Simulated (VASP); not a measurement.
Wanted: the native input for a VASP 6.6.1 run.

- Task: single point
- Functional: r2SCAN
- Potentials or basis: VASP PAW PBE potentials, release 64 (Ti_sv, Zn, H)
- Cutoff: 520 eV
- k mesh: 10 × 10 × 10
- Occupations: gaussian, width 0.1 eV
- Spin: no spin polarisation
- Dipole correction: no
- Further INCAR settings: ALGO = Normal; EDIFF = 1e-07; NBANDS = 32

The system is Ti3ZnH.

```
Ti Zn H
1.0
     4.04728    0.00000    0.00000
     0.00000    4.04728    0.00000
     0.00000    0.00000    4.04728
Ti Zn H
3 1 1
Direct
  0.00000 0.50000 0.50000
  0.50000 0.50000 0.00000
  0.50000 0.00000 0.50000
  0.00000 0.00000 0.00000
  0.50000 0.50000 0.50000
```

One way to write it, as run:

POSCAR

```
Ti3ZnH
1.0
    4.0472795000      0.0000000000      0.0000000000
    0.0000000000      4.0472795000      0.0000000000
    0.0000000000      0.0000000000      4.0472795000
Ti Zn H
3 1 1
Direct
    0.0000000000      0.5000000000      0.5000000000
    0.5000000000      0.5000000000      0.0000000000
    0.5000000000      0.0000000000      0.5000000000
    0.0000000000      0.0000000000      0.0000000000
    0.5000000000      0.5000000000      0.5000000000
```

INCAR.step1

```
PREC = Accurate
ENCUT = 520
ISMEAR = 0
SIGMA = 0.1
LREAL = F
LASPH = T
NELM = 80
NBANDS = 32
GGA = PE
ALGO = Normal
EDIFF = 1E-4
LWAVE = T
LCHARG = F
```

INCAR.step2

```
PREC = Accurate
ENCUT = 520
EDIFF = 1E-7
ISMEAR = 0
SIGMA = 0.1
LREAL = F
LASPH = T
NELM = 80
ALGO = Normal
ISIF = 2
LWAVE = F
LCHARG = F
METAGGA = R2SCAN
LMIXTAU = T
NBANDS = 32
ISTART = 1
```

KPOINTS

```
Automatic mesh
0
Gamma
  10 10 10
```

Potentials or basis: VASP PAW PBE potentials, release 64 (Ti_sv, Zn, H).

The run is started by

```bash
$ cat potpaw_PBE.64/Ti_sv/POTCAR potpaw_PBE.64/Zn/POTCAR potpaw_PBE.64/H/POTCAR > POTCAR
$ cp INCAR.step1 INCAR
$ mpirun -np 1 vasp_std > vasp.out
$ cp INCAR.step2 INCAR
$ mpirun -np 1 vasp_std > vasp.out
```

Results of the run:

| Quantity | Value |
| --- | --- |
| Pressure | -1.3 GPa |

Caveat: the PAW data sets were made with another functional, which shifts forces and pressure a little.

Run time: 8.8 min on 1 thread of AMD EPYC 7R43 64-Core Processor (Zen 3) (shared host), peak memory 0.21 GiB.
